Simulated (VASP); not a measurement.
Input of a VASP 6.6.1 run:

INCAR

```
  PREC = Accurate
  ENCUT = 520
  EDIFF = 1E-7
  ISMEAR = -1
  SIGMA = 0.05
  LREAL = False
  LASPH = True
  NELM = 100
  ALGO = Normal
  ISIF = 2
  LWAVE = False
  LCHARG = False
  GGA = PE
  NBANDS = 12
```

KPOINTS

```
regular mesh
0
Gamma
  15 15 8
```

Contents of POSCAR:

```
P
1.0
    2.7497409823      0.0000000000      0.0000000000
   -1.3748704911      2.3813455445      0.0000000000
    0.0000000000      0.0000000000      4.6629093757
P
2
Direct
    0.3333333333      0.6666666667      0.2500000000
    0.6666666667      0.3333333333      0.7500000000
```

Potentials or basis: VASP PAW PBE potentials, release 64 (P).

Run with:

```sh
$ cat potpaw_PBE.64/P/POTCAR > POTCAR
$ mpirun -np 1 vasp_std > vasp.out
```

Q: What does it give for the band gap on the k mesh?

A: Zero (bands 5 and 6 overlap by 10.16 eV).

Q: Predict the pressure.

A: -4.2 GPa.

Stress tensor (GPa, compression positive):
```
-4.27  0.00  0.00
 0.00 -4.27  0.00
 0.00  0.00 -4.04
```

Caveat: the cell stands under tension.
